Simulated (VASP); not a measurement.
A run of VASP 6.6.1:

Contents of INCAR:

```
SYSTEM = FePt
PREC = Accurate
ENCUT = 520
EDIFF = 1E-7
ISMEAR = 0
SIGMA = 0.1
LREAL = .False.
LASPH = .True.
NELM = 150
ALGO = Fast
ISIF = 2
LWAVE = .False.
LCHARG = .True.
ISPIN = 2
MAGMOM = 3.28 0.42
LORBIT = 11
LMAXMIX = 4
GGA = PE
LELF = .True.
LVHAR = .True.
NBANDS = 20
```

Contents of KPOINTS:

```
Automatic mesh
0
Gamma
  16 16 12
  0 0 0
```

File POSCAR:

```
FePt
1.0
    2.7012294425      0.0000000000      0.0000000000
    0.0000000000      2.7012294425      0.0000000000
    0.0000000000      0.0000000000      3.7284567333
Fe Pt
1 1
Direct
    0.0000000000      0.0000000000      0.0000000000
    0.5000000000      0.5000000000      0.5000000000
```

Potentials or basis: VASP PAW PBE potentials, release 64 (Fe, Pt).

The run is started by

```sh
$ cat potpaw_PBE.64/Fe/POTCAR potpaw_PBE.64/Pt/POTCAR > POTCAR
$ mpirun -np 1 vasp_std > vasp.out
```

Hardware: 1 thread of Oxide Virtual Turin-like Processor (shared host).

**Question.** How long does it take, and how much memory?

**Answer.** Wall time 8.6 min on 1 thread of Oxide Virtual Turin-like Processor, with other jobs on the host, peak memory 0.33 GiB. Counts: scf iterations 18, k points 315.
